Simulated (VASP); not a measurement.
Write the native input for VASP 6.6.1 that does the following.

```yaml
Task: electric field gradients
Functional: r2SCAN
Potentials_or_basis: VASP PAW PBE potentials, release 64 (Zr_sv, B)
Cutoff: 460 eV
k_mesh: 10 × 10 × 8
Occupations: fermi-dirac, width 0.05 eV
Spin: no spin polarisation
Dipole_correction: no
Further_INCAR_settings: ALGO = Normal; EDIFF = 1e-08; NBANDS = 16
```

Crystal: ZrB2.

```
CELL_PARAMETERS angstrom
3.17000 0.00000 0.00000
-1.58500 2.74530 0.00000
0.00000 0.00000 3.53300
ATOMIC_POSITIONS crystal
Zr 0.00000 0.00000 0.00000
B 0.20667 0.60333 0.50000
B 0.79333 0.39667 0.50000
```

This cell differs from its parent crystal: shortest bond scaled by 0.62.

One way to write it, as run:

POSCAR

```
ZrB2
1.0
    3.1700000000      0.0000000000      0.0000000000
   -1.5850000000      2.7453005300      0.0000000000
    0.0000000000      0.0000000000      3.5330000000
Zr B
1 2
Direct
    0.0000000000      0.0000000000      0.0000000000
    0.2066666666      0.6033333334      0.5000000000
    0.7933333334      0.3966666666      0.5000000000
```

INCAR.step1

```
  PREC = Accurate
  ENCUT = 460
  ISMEAR = -1
  SIGMA = 0.05
  LREAL = F
  LASPH = T
  NELM = 120
  NBANDS = 16
  GGA = PE
  ALGO = Normal
  EDIFF = 1E-5
  LWAVE = T
  LCHARG = F
  GGA_COMPAT = F
```

INCAR.step2

```
  PREC = Accurate
  ENCUT = 460
  EDIFF = 1E-8
  ISMEAR = -1
  SIGMA = 0.05
  LREAL = F
  LASPH = T
  NELM = 120
  ALGO = Normal
  ISIF = 2
  LWAVE = F
  LCHARG = F
  METAGGA = R2SCAN
  LMIXTAU = T
  LEFG = T
  NBANDS = 16
  ISTART = 1
  GGA_COMPAT = F
```

KPOINTS

```
regular mesh
0
Gamma
  10 10 8
```

Potentials or basis: VASP PAW PBE potentials, release 64 (Zr_sv, B).

Launch:

```bash
$ cat potpaw_PBE.64/Zr_sv/POTCAR potpaw_PBE.64/B/POTCAR > POTCAR
$ cp INCAR.step1 INCAR
$ mpirun -np 1 vasp_std > vasp.out
$ cp INCAR.step2 INCAR
$ mpirun -np 1 vasp_std > vasp.out
```

It gave:

```json
{"Pressure": "67.1 GPa", "Largest force": "34.432 eV/Å", "Band gap on the k mesh": "zero (bands 9 and 10 overlap by 1.89 eV)", "Largest electric field gradient by atom": "Zr -35.5; B +4.8 V/Å²"}
```

Caveat: the cell differs from its parent crystal (shortest bond scaled by 0.62); atoms lie so close that the PAW spheres overlap strongly, which falsifies energies and pressures; the stress differs along the axes, from 1 to 140 GPa; without QUAD_EFG the Cq values of the log hold for a quadrupole moment of 1 mb, not for the nuclei; the PAW data sets were made with another functional, which shifts forces and pressure a little.

Wall time 100 s on 1 thread of Intel(R) Xeon(R) 6975P-C (Granite Rapids), on a shared host, peak memory 0.19 GiB.
